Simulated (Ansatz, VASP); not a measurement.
Ta2PtS4: VASP beside Ansatz

Contents of INCAR:

```
PREC = Accurate ; ENCUT = 520
EDIFF = 1E-6 ; ISMEAR = 0
SIGMA = 0.1 ; LREAL = F
LASPH = T ; NELM = 150
ALGO = Normal ; ISIF = 2
LWAVE = F ; LCHARG = T
ISPIN = 2 ; MAGMOM = 1 1 1 0 0 0 0
LORBIT = 11 ; LMAXMIX = 4
GGA = PE ; LELF = T
LVHAR = T ; NBANDS = 41
```

KPOINTS

```
Automatic mesh
0
Gamma
  4 4 6
```

The input POSCAR:

```
Ta2PtS4
1.0
    3.3183951092     -5.0950789388      0.0000000000
    3.3183951092      5.0950789388      0.0000000000
    0.0000000000      0.0000000000      3.5671807061
Ta Pt S
2 1 4
Direct
    0.5000000000      0.0000000000      0.5000000000
    0.0000000000      0.5000000000      0.5000000000
    0.0000000000      0.0000000000      0.0000000000
    0.7733954378      0.7733954378      0.5000000000
    0.2266045622      0.2266045622      0.5000000000
    0.6758607283      0.3241392717      0.0000000000
    0.3241392717      0.6758607283      0.0000000000
```

Input for Ansatz:

```yaml
crystal:
  lattice:
    - [3.3183951092, -5.0950789388, 0.0]
    - [3.3183951092, 5.0950789388, 0.0]
    - [0.0, 0.0, 3.5671807061]
  atoms:
    - { symbol: Ta, position: [0.5, 0.0, 0.5], spin: 1.0 }
    - { symbol: Ta, position: [0.0, 0.5, 0.5], spin: 1.0 }
    - { symbol: Pt, position: [0.0, 0.0, 0.0], spin: 1.0 }
    - { symbol: S, position: [0.7733954378, 0.7733954378, 0.5] }
    - { symbol: S, position: [0.2266045622, 0.2266045622, 0.5] }
    - { symbol: S, position: [0.6758607283, 0.3241392717, 0.0] }
    - { symbol: S, position: [0.3241392717, 0.6758607283, 0.0] }
basis:
  ecutwfc: 420
kpoints:
  mp_grid: { grid: [4, 4, 6] }
hamiltonian:
  xc: pbe
scf:
  occupations: { method: gaussian, width: 0.1 }
  lower_state_search: "off"
output:
  forces: true
  stress: true
  eigenvalues: true
  populations: true
magnetization:
  spin_polarized: true
```

Change from the starting cell: species swapped into the Li2MnBr4 type (Cmmm, No. 65).

Alike in both runs: task single point; functional PBE; k mesh 4 × 4 × 6; occupations gaussian, width 0.1 eV; collinear spin.

|  | VASP | Ansatz |
| --- | --- | --- |
| version | VASP 6.6.1 | Ansatz 0.2.0 |
| potentials or method | VASP PAW PBE potentials, release 64 (Ta_pv, Pt, S), cutoff 520 eV | scalar-relativistic, plane waves, PAW |
| valence electrons in the cell | 56 | 68 |

|  | VASP | Ansatz | Ansatz less VASP |
| --- | --- | --- | --- |
| gap on the k mesh at the Fermi level (eV) | none | none | - |
| pressure (GPa) | 0.4 | 0.5 | +0.06 |
| traceless stress, the component that is largest in VASP (GPa) | -0.60 | -0.72 | -0.118 |
| rms of the force components (eV/Å) | 0.042 | 0.042 | -0.0002 |
| net moment per atom (μB) | 0.20 | 0.19 | -0.003 |
| size of the moment on the site where the two differ most (μB) | 0.40 | 0.32 | -0.081 |

Site moments also hang on the region over which each program counts them. Atom by atom the forces differ by 0.007 eV/Å (rms over components). A gap of «none» marks a metal or a gap that the smearing closes. With one functional, cell and mesh, what is left measures potentials, basis and numerics. VASP's potentials hold 56 valence electrons a cell and Ansatz's 68, so a difference there can come from the potentials and not from the codes.

Neither program's run includes spin-orbit coupling.
